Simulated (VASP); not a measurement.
Set up this calculation in VASP 6.6.1, as the native input.

| Quantity | Value |
| --- | --- |
| Task | single point |
| Functional | PBEsol |
| Potentials or basis | VASP PAW PBE potentials, release 64 (Co, O) |
| Cutoff | 520 eV |
| k mesh | 16 × 16 × 16 |
| Occupations | gaussian, width 0.05 eV |
| Spin | collinear spin, ferromagnetic start |
| Starting moments | [3.0, 0.0] μB |
| Hubbard terms | Co d U = 7.0 eV |
| Dipole correction | no |
| Further INCAR settings | ALGO = Normal; EDIFF = 1e-06; NBANDS = 18 |

The structure of CoO lies in POSCAR:

```
CoO
1.0
    2.5724608895      0.0000000000      0.0000000000
    0.0000000000      2.5724608895      0.0000000000
    0.0000000000      0.0000000000      2.5724608895
Co O
1 1
Direct
    0.0000000000      0.0000000000      0.0000000000
    0.5000000000      0.5000000000      0.5000000000
```

The input as run:

INCAR

```
SYSTEM = CoO
  ALGO = Normal
  EDIFF = 1E-6
  ENCUT = 520
  GGA = PS
  ISIF = 2
  ISMEAR = 0
  ISPIN = 2
  LASPH = .True.
  LCHARG = .True.
  LDAU = .True.
  LDAUJ = 0 0
  LDAUL = 2 -1
  LDAUPRINT = 1
  LDAUTYPE = 2
  LDAUU = 7 0
  LELF = .True.
  LMAXMIX = 4
  LORBIT = 11
  LREAL = .False.
  LVHAR = .True.
  LWAVE = .False.
  MAGMOM = 3 0
  NBANDS = 18
  NELM = 150
  PREC = Accurate
  SIGMA = 0.05
```

KPOINTS

```
k-points
0
Gamma
  16 16 16
  0 0 0
```

Potentials or basis: VASP PAW PBE potentials, release 64 (Co, O).

Run with:

```bash
$ cat potpaw_PBE.64/Co/POTCAR potpaw_PBE.64/O/POTCAR > POTCAR
$ mpirun -np 1 vasp_std > vasp.out
```

Results of the run:

| Property | Result |
| --- | --- |
| Pressure | 4.7 GPa |
| Band gap on the k mesh | 1.86 eV (least direct gap 2.88 eV) |
| Net moment | 3.00 μB per cell |
| Site moments | Co +2.81; O +0.18 μB |
| Valence electrons inside the program's atomic spheres | Co 7.89; O 5.00 |

Caveat: the cell stands under pressure; the PAW data sets were made with another functional, which shifts forces and pressure a little; a cell with one magnetic atom can't hold antiferromagnetic order, which such compounds often take.

Wall time 37 s on 1 thread of Intel(R) Xeon(R) 6975P-C (Granite Rapids) (shared host), peak memory 0.19 GiB.
